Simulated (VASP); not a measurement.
Here is a VASP 6.6.1 calculation.

The input POSCAR:

```
Pd
1.0
    0.0000000000      1.9846763588      1.9846763588
    1.9846763588      0.0000000000      1.9846763588
    1.9846763588      1.9846763588      0.0000000000
Pd
1
Direct
    0.0000000000      0.0000000000      0.0000000000
```

Contents of INCAR.step1:

```
SYSTEM = Pd
PREC     = Accurate       ! precision mode
ENCUT    = 690            ! plane-wave cutoff, eV
ISMEAR   = -1             ! smearing method
SIGMA    = 0.05           ! smearing width, eV
LREAL    = .False.        ! projectors in reciprocal space
LASPH    = .True.         ! aspherical terms in the spheres
NELM     = 120            ! most SCF steps
NBANDS   = 15             ! bands
GGA      = PE             ! functional
ALGO     = Normal         ! electronic algorithm
EDIFF    = 1E-5           ! SCF threshold, eV
LWAVE    = .True.         ! write WAVECAR
LCHARG   = .False.        ! write CHGCAR
GGA_COMPAT= .False.
```

Contents of INCAR.step2:

```
SYSTEM = Pd
PREC     = Accurate       ! precision mode
ENCUT    = 690            ! plane-wave cutoff, eV
EDIFF    = 1E-6           ! SCF threshold, eV
ISMEAR   = -1             ! smearing method
SIGMA    = 0.05           ! smearing width, eV
LREAL    = .False.        ! projectors in reciprocal space
LASPH    = .True.         ! aspherical terms in the spheres
NELM     = 120            ! most SCF steps
ALGO     = Normal         ! electronic algorithm
ISIF     = 2              ! what is computed and relaxed
LWAVE    = .False.        ! write WAVECAR
LCHARG   = .False.        ! write CHGCAR
METAGGA  = R2SCAN         ! meta-GGA
LMIXTAU  = .True.       
IVDW     = 13             ! dispersion correction
VDW_S6   = 1.0          
VDW_S8   = 0.6018749    
VDW_A1   = 0.51559235   
VDW_A2   = 5.77342911   
NBANDS   = 15             ! bands
ISTART   = 1            
GGA_COMPAT= .False.
```

File KPOINTS:

```
Automatic mesh
0
Gamma
  12 12 12
  0 0 0
```

Potentials or basis: VASP PAW PBE potentials, release 64 (Pd_sv_GW).

Run with:

```console
$ cat potpaw_PBE.64/Pd_sv_GW/POTCAR > POTCAR
$ cp INCAR.step1 INCAR
$ mpirun -np 1 vasp_std > vasp.out
$ cp INCAR.step2 INCAR
$ mpirun -np 1 vasp_std > vasp.out
```

**Question.** Predict the band gap on the k mesh.

**Answer.** Zero (bands 9 and 10 overlap by 1.52 eV).

**Question.** Predict the pressure.

**Answer.** -9.1 GPa.

Caveat: the cell stands under tension; the PAW data sets were made with another functional, which shifts forces and pressure a little.
